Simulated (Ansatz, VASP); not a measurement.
## Sb: VASP beside Ansatz

The input POSCAR:

```
Sb
1.0
    3.0336000000      0.0000000000      0.0000000000
    0.0000000000      3.0336000000      0.0000000000
    0.0000000000      0.0000000000      3.1600000000
Sb
1
Direct
    0.0000000000      0.0000000000      0.0000000000
```

INCAR.step1

```
  PREC = Accurate
  ENCUT = 520
  ISMEAR = 0
  SIGMA = 0.15
  LREAL = False
  LASPH = True
  NELM = 80
  NBANDS = 8
  GGA = PE
  ALGO = Normal
  EDIFF = 1E-4
  LWAVE = True
  LCHARG = False
```

Contents of INCAR.step2:

```
  PREC = Accurate
  ENCUT = 520
  EDIFF = 1E-6
  ISMEAR = 0
  SIGMA = 0.15
  LREAL = False
  LASPH = True
  NELM = 80
  ALGO = Normal
  ISIF = 2
  LWAVE = False
  LCHARG = False
  METAGGA = R2SCAN
  LMIXTAU = True
  NBANDS = 8
  ISTART = 1
```

Contents of KPOINTS:

```
regular mesh
0
Gamma
  16 16 16
```

Input for Ansatz:

```yaml
crystal:
  lattice:
    - [3.0336, 0.0, 0.0]
    - [0.0, 3.0336, 0.0]
    - [0.0, 0.0, 3.16]
  atoms:
    - { symbol: Sb, position: [0.0, 0.0, 0.0] }
basis:
  ecutwfc: 500
kpoints:
  mp_grid: { grid: [16, 16, 16] }
hamiltonian:
  xc: r2scan
scf:
  occupations: { method: gaussian, width: 0.15 }
output:
  forces: true
  stress: true
  eigenvalues: true
```

Change from the starting cell: strain -0.040 along x and y, +0.000 along z, atoms carried along.

Alike in both runs: task single point; functional r2SCAN; k mesh 16 × 16 × 16; occupations gaussian, width 0.15 eV; no spin polarisation.

|  | VASP | Ansatz |
| --- | --- | --- |
| version | VASP 6.6.1 | Ansatz 0.2.0 |
| potentials or method | VASP PAW PBE potentials, release 64 (Sb), cutoff 520 eV | scalar-relativistic, plane waves, PAW |
| valence electrons in the cell | 5 | 15 |

```csv
,VASP,Ansatz,Ansatz less VASP
gap on the k mesh at the Fermi level (eV),none,none,-
pressure (GPa),0.9,0.9,-0.04
"traceless stress, the component that is largest in VASP (GPa)",-3.68,-3.65,+0.026
```

VASP's potentials were made for PBE, not for r2SCAN. A gap of «none» marks a metal or a gap that the smearing closes. VASP's potentials hold 5 valence electrons a cell and Ansatz's 15, so a difference there can come from the potentials and not from the codes.

Neither program's run includes spin-orbit coupling.
